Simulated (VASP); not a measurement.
# Al16Ru15 (a cell with a defect) in VASP: single point with PBEsol

Aim: the single point of Al16Ru15 (a cell with a defect) with PBEsol.

Everything below comes from runs of VASP 6.6.1. Logs are shortened: lines on timing, memory, paths and dates and some standing lists are left out, and cuts for length are marked.

### 1 The cell of the first run

The cell holds a defect, 31 atoms: a = 8.495 Å, b = 8.495 Å, c = 8.495 Å, α = 60.00°, β = 60.00°, γ = 60.00°.

### 2 Single point, PBEsol

Input file INCAR:

```
SYSTEM = Al16Ru15
PREC     = Accurate       ! precision mode
ENCUT    = 520            ! plane-wave cutoff, eV
EDIFF    = 1E-6           ! SCF threshold, eV
ISMEAR   = 1              ! smearing method
SIGMA    = 0.1            ! smearing width, eV
LREAL    = Auto         
LASPH    = .True.         ! aspherical terms in the spheres
NELM     = 100            ! most SCF steps
ALGO     = Normal         ! electronic algorithm
ISIF     = 2              ! what is computed and relaxed
LWAVE    = .False.        ! write WAVECAR
LCHARG   = .False.        ! write CHGCAR
GGA      = PS             ! functional
NBANDS   = 150            ! bands
```

Input file KPOINTS:

```
Automatic mesh
0
Gamma
  2 2 2
  0 0 0
```

Input file POSCAR:

```
Al16Ru15
1.0
    0.0000000000      6.0068828200      6.0068828200
    6.0068828200      0.0000000000      6.0068828200
    6.0068828200      6.0068828200      0.0000000000
Al Ru
16 15
Direct
    0.0030434200      0.0046701400     -0.0174012800
    0.2495478900      0.2510664100      0.2179293400
    0.0028128200      0.0044213500      0.5094872700
    0.2495391900      0.2510736600      0.7814529400
    0.0012007000      0.4994151000     -0.0005089300
    0.2593481000      0.7343280200      0.2528881500
   -0.0322915200      0.5329039400      0.4992441000
    0.2395539200      0.7678726500      0.7460045900
    0.4977609400      0.0028537100     -0.0005178100
    0.7327339400      0.2610666900      0.2528181900
    0.5311321800     -0.0305176300      0.4992300400
    0.7662795300      0.2412733900      0.7459500800
    0.4961914200      0.4978017400      0.0161148100
    0.7494847100      0.7511302800      0.2513308800
    0.4959442400      0.4975712000      0.4896903300
    0.7494726500      0.7511429600      0.7476156700
    0.1129475700      0.1146306100      0.1361569000
    0.2493456300      0.2512537200      0.4999316100
    0.3859847000      0.3876667600      0.8631195400
    0.1234544900      0.6216866700      0.1287831800
    0.3755351000      0.8805181800      0.3733408500
    0.1232747000      0.6216661500      0.6256037800
    0.3756893500      0.8805349700      0.8699357900
    0.6200914800      0.1250794200      0.1287845100
    0.8789237900      0.3771586900      0.3733102000
    0.6200749000      0.1249250500      0.6255471400
    0.8789434700      0.3773392800      0.8699349800
    0.6251887300      0.6268797900      0.1238163700
    0.8859878400      0.8877318200      0.3629490800
    0.6128817900      0.6146278000      0.6360537200
    0.8737409500      0.8754319800      0.8752646700
```

Potentials or basis: VASP PAW PBE potentials, release 64 (Al, Ru_pv).

Started as:

```console
$ cat potpaw_PBE.64/Al/POTCAR potpaw_PBE.64/Ru_pv/POTCAR > POTCAR
$ mpirun -np 1 vasp_std > vasp.out
```

OUTCAR:

```text
SYSTEM = Al16Ru15
   PREC = Accurate
   ENCUT = 520
   EDIFF = 1E-6
   ISMEAR = 1
   LREAL = Auto
   LASPH = .True.
   NELM = 100
   ISIF = 2
   GGA = PS

 ion  position               nearest neighbor table
   1  0.003  0.005  0.983-  31 2.54  23 2.59  27 2.59  17 2.60  29 2.64  24 2.66  20 2.66   8 2.84
                            12 2.84   4 2.99  14 3.05   6 3.16  10 3.16
   2  0.250  0.251  0.218-  18 2.40  17 2.48  19 2.48  24 2.59  21 2.59  20 2.59  25 2.59   9 2.81
                             5 2.81   3 2.99  13 2.99
   3  0.003  0.004  0.509-  31 2.54  21 2.59  25 2.59  17 2.60  29 2.64  26 2.66  22 2.66   8 2.84
                            12 2.84   2 2.99  16 3.05   6 3.16  10 3.17
   4  0.250  0.251  0.781-  18 2.39  17 2.47  19 2.47  26 2.59  23 2.59  22 2.59  27 2.59   9 2.81
                             5 2.81   1 2.99  15 2.99
   5  0.001  0.499  0.999-  20 2.59  25 2.59  22 2.59  27 2.59  28 2.61  31 2.61  19 2.67  17 2.67
                             4 2.81   2 2.81  14 3.02  16 3.03   8 3.05  10 3.05
   6  0.259  0.734  0.253-  28 2.54  20 2.59  22 2.59  29 2.60  17 2.64  21 2.66  23 2.66  13 2.84
                            15 2.84   7 2.99   9 3.05   1 3.16   3 3.16
   7  0.968  0.533  0.499-  18 2.39  30 2.48  29 2.48  20 2.59  25 2.59  22 2.59  27 2.59  14 2.81
                            16 2.81  12 2.99   6 2.99
   8  0.240  0.768  0.746-  31 2.54  21 2.59  23 2.59  30 2.60  19 2.64  20 2.66  22 2.66   3 2.84
                             1 2.84  11 2.99   5 3.05  15 3.16  13 3.17
   9  0.498  0.003  0.999-  24 2.59  21 2.59  26 2.59  23 2.59  28 2.61  31 2.61  19 2.67  17 2.67
                             4 2.81   2 2.81  14 3.02  16 3.02  12 3.05   6 3.05
  10  0.733  0.261  0.253-  28 2.54  24 2.59  26 2.59  29 2.60  17 2.64  25 2.66  27 2.66  13 2.84
                            15 2.84  11 2.99   5 3.05   1 3.16   3 3.17
  11  0.531  0.969  0.499-  18 2.39  30 2.48  29 2.48  24 2.59  21 2.59  26 2.59  23 2.59  14 2.81
                            16 2.81  10 2.99   8 2.99
  12  0.766  0.241  0.746-  31 2.54  25 2.59  27 2.59  30 2.60  19 2.64  24 2.66  26 2.66   3 2.84
                             1 2.84   7 2.99   9 3.05  15 3.16  13 3.16
  13  0.496  0.498  0.016-  28 2.54  24 2.59  20 2.59  19 2.60  30 2.64  23 2.66  27 2.66  10 2.84
                             6 2.84   2 2.99  16 3.05  12 3.16   8 3.17
  14  0.749  0.751  0.251-  24 2.59  21 2.59  20 2.59  25 2.59  28 2.61  31 2.61  29 2.67  30 2.67
                             7 2.81  11 2.81   5 3.02   9 3.02   1 3.05  15 3.05
  15  0.496  0.498  0.490-  28 2.54  26 2.59  22 2.59  19 2.60  30 2.64  21 2.66  25 2.66  10 2.84
                             6 2.84   4 2.99  14 3.05  12 3.16   8 3.16
  16  0.749  0.751  0.748-  26 2.59  23 2.59  22 2.59  27 2.59  28 2.61  31 2.61  29 2.67  30 2.67
                             7 2.81  11 2.81   9 3.02   5 3.03   3 3.05  13 3.05
  17  0.113  0.115  0.136-   4 2.47   2 2.48   3 2.60   1 2.60  10 2.64   6 2.64   5 2.67   9 2.67
                            29 2.73  25 3.01  21 3.01  27 3.01  23 3.01  19 3.28
  18  0.249  0.251  0.500-   4 2.39   7 2.39  11 2.39   2 2.40  27 3.32  22 3.32  23 3.32  26 3.32
                            25 3.33  20 3.33  21 3.33  24 3.33
  19  0.386  0.388  0.863-   4 2.47   2 2.48  13 2.60  15 2.60   8 2.64  12 2.64   5 2.67   9 2.67
                            30 2.73  20 3.01  24 3.01  22 3.01  26 3.01  17 3.28
  20  0.123  0.622  0.129-   7 2.59   2 2.59   6 2.59  13 2.59   5 2.59  14 2.59   8 2.66   1 2.66
                            25 2.94  19 3.01  29 3.01  31 3.02  23 3.07  18 3.33
  21  0.376  0.881  0.373-  11 2.59   2 2.59   8 2.59   3 2.59   9 2.59  14 2.59   6 2.66  15 2.66
[... 224 lines left out ...]
   LHFCALC =     F    Hartree Fock is set to
   AEXX    =    0.0000 exact exchange contribution
   IVDW    =     0    specifies the selected vdW correction
   LEPSILON=     F    determine dielectric tensor
   LRPA    =     F    only Hartree local field effects (RPA)
 non-spin polarized calculation
 Methfessel and Paxton  Order N= 1 SIGMA  =   0.10
  energy-cutoff  :      520.00
  volume of cell :      433.49
 maximum number of plane-waves:     11708
 NGX is ok and might be reduce to    64
   NGX = 31   NGY = 31   NGZ = 31

 number of electron     257.9999995 magnetization

 Free energy of the ion-electron system (eV)
  ---------------------------------------------------
  ext. energy  EPLUGINS =         0.00000000
  ---------------------------------------------------
  free energy    TOTEN  =      -234.22653043 eV

  energy without entropy =     -234.18316202  energy(sigma->0) =     -234.21207429

 E-fermi :  10.0256     XC(G=0): -12.3739

 val. band max:       10.0164399185   @ k =   0.0000   0.0000   0.0000
 cond. band min:      10.0256970562   @ k =   0.0000   0.0000   0.5000
 fundamental gap:      0.0092571378
 Fermi energy:        10.0256089250

 k-point     1 :       0.0000    0.0000    0.0000
  band No.  band energies     occupation
      1     -32.0642      2.00000
      2     -32.0228      2.00000
      3     -31.9388      2.00000
      4     -31.9387      2.00000
      5     -31.9237      2.00000
      6     -31.9235      2.00000
[... 1141 lines left out ...]
    140      11.9944     -0.00000
    141      12.0255     -0.00000
 [bands above 141 left out]

------------------------ aborting loop because EDIFF is reached ----------------------------------------

  FORCE on cell =-STRESS in cart. coord.  units (eV):
  Direction    XX          YY          ZZ          XY          YZ          ZX
  --------------------------------------------------------------------------------------
  -------------------------------------------------------------------------------------
  Total      -12.7229433    -12.7232973    -16.2748438      0.0003008      0.0008283     -0.0000684
  in kB      -47.0241224    -47.0254308    -60.1519812      0.0011119      0.0030615     -0.0002530
  external PRESSURE =     -51.4005115 kB  Pullay stress =       0.0000000 kB

 VOLUME and BASIS-vectors are now :
 -----------------------------------------------------------------------------
  energy-cutoff  :      520.00
  volume of cell :      433.49
      direct lattice vectors                 reciprocal lattice vectors
     0.000000000  6.006882820  6.006882820    -0.083237848  0.083237848  0.083237848
     6.006882820  0.000000000  6.006882820     0.083237848 -0.083237848  0.083237848
     6.006882820  6.006882820  0.000000000     0.083237848  0.083237848 -0.083237848

 POSITION                                       TOTAL-FORCE (eV/Angst)
 -----------------------------------------------------------------------------------
      5.93041      5.92064      0.04633         0.035218      0.035235     -0.033274
      2.81720      2.80808      3.00713         0.027160      0.021939      0.000636
      3.08699      3.07733      0.04345        -0.033743     -0.033619     -0.024244
      6.20227      6.19305      3.00712        -0.009928     -0.013544      0.000688
      9.00375      6.01104      3.00714         0.012800     -0.013820      0.000546
      5.93009      3.07694      5.96890         0.036025     -0.034590      0.029284
[... 23 lines left out ...]
      7.51270      7.50221      7.37351        -0.006501     -0.004177     -0.041574
     10.51623     10.50607     10.50708        -0.000050      0.000886     -0.060448
 -----------------------------------------------------------------------------------
    total drift:                               -0.005808      0.008245     -0.005699

  FREE ENERGIE OF THE ION-ELECTRON SYSTEM (eV)
  ---------------------------------------------------
  free  energy   TOTEN  =      -234.2265304265 eV

  energy  without entropy=     -234.1831620233  energy(sigma->0) =     -234.21207429
```

It took 55 min on 1 thread of Intel Xeon 8259CL, shared host; peak memory 0.76 GiB.

What came out:

- Free energy: -234.2265 eV
- Pressure: -5.1 GPa
- Largest force: 0.072 eV/Å
- Band gap on the k mesh: zero (bands 129 and 130 overlap by 0.13 eV)

Forces in eV/Å, atoms in the order of the input:
```
Al   0.035  0.035 -0.033
Al   0.027  0.022  0.001
Al  -0.034 -0.034 -0.024
Al  -0.010 -0.014  0.001
Al   0.013 -0.014  0.001
Al   0.036 -0.035  0.029
Al  -0.007  0.019  0.000
Al  -0.032  0.034 -0.030
Al  -0.015  0.013  0.000
Al  -0.033  0.035  0.029
Al   0.022 -0.010  0.001
Al   0.037 -0.035 -0.031
Al  -0.034 -0.032  0.025
Al  -0.021 -0.017  0.000
Al   0.034  0.035  0.033
Al   0.019  0.022  0.000
Ru  -0.006 -0.004 -0.047
Ru  -0.023 -0.012  0.000
Ru  -0.007 -0.003  0.045
Ru   0.007 -0.070 -0.016
Ru  -0.070  0.002  0.015
Ru   0.065  0.002 -0.015
Ru   0.006  0.066  0.016
Ru  -0.070  0.002 -0.015
Ru   0.006 -0.069  0.018
Ru   0.006  0.065 -0.016
Ru   0.064  0.003  0.016
Ru   0.000  0.001  0.060
Ru  -0.007 -0.004  0.040
Ru  -0.007 -0.004 -0.042
Ru   0.000  0.001 -0.060
```

Stress tensor (GPa, compression positive):
```
-4.70  0.00  0.00
 0.00 -4.70  0.00
 0.00  0.00 -6.02
```

Caveat: the k points lie up to 0.45 Å⁻¹ apart; the PAW data sets were made with another functional, which shifts forces and pressure a little.
